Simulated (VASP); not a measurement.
Input of a VASP 6.6.1 run:

File INCAR:

```
SYSTEM = CuI
PREC = Accurate
ENCUT = 600
EDIFF = 1E-6
ISMEAR = -1
SIGMA = 0.08
LREAL = .False.
LASPH = .True.
NELM = 100
ALGO = Normal
ISIF = 3
LWAVE = .False.
LCHARG = .False.
IBRION = 2
NSW = 60
EDIFFG = -0.005
PSTRESS = -6.5
```

KPOINTS

```
regular mesh
0
Gamma
  11 11 11
  0 0 0
```

POSCAR

```
CuI
1.0
    0.0000000000      2.9466871320      2.9466871320
    2.9466871320      0.0000000000      2.9466871320
    2.9466871320      2.9466871320      0.0000000000
Cu I
1 1
Direct
    0.0000000000      0.0000000000      0.0000000000
    0.2500000000      0.2500000000      0.2500000000
```

Potentials or basis: VASP PAW LDA potentials, release 64 (Cu, I).

Command:

```sh
$ cat potpaw_LDA.64/Cu/POTCAR potpaw_LDA.64/I/POTCAR > POTCAR
$ mpirun -np 1 vasp_std > vasp.out
```

Question: Estimate the relaxed cell.

Answer: a = 4.164 Å, b = 4.164 Å, c = 4.164 Å, α = 60.00°, β = 60.00°, γ = 60.00°.

Question: Estimate the space group after relaxing (to 0.1 Å).

Answer: F-43m (No. 216).

Final structure:
```
CELL_PARAMETERS angstrom
0.00000 2.94450 2.94450
2.94450 0.00000 2.94450
2.94450 2.94450 0.00000
ATOMIC_POSITIONS crystal
Cu 0.00000 0.00000 0.00000
I 0.25000 0.25000 0.25000
```
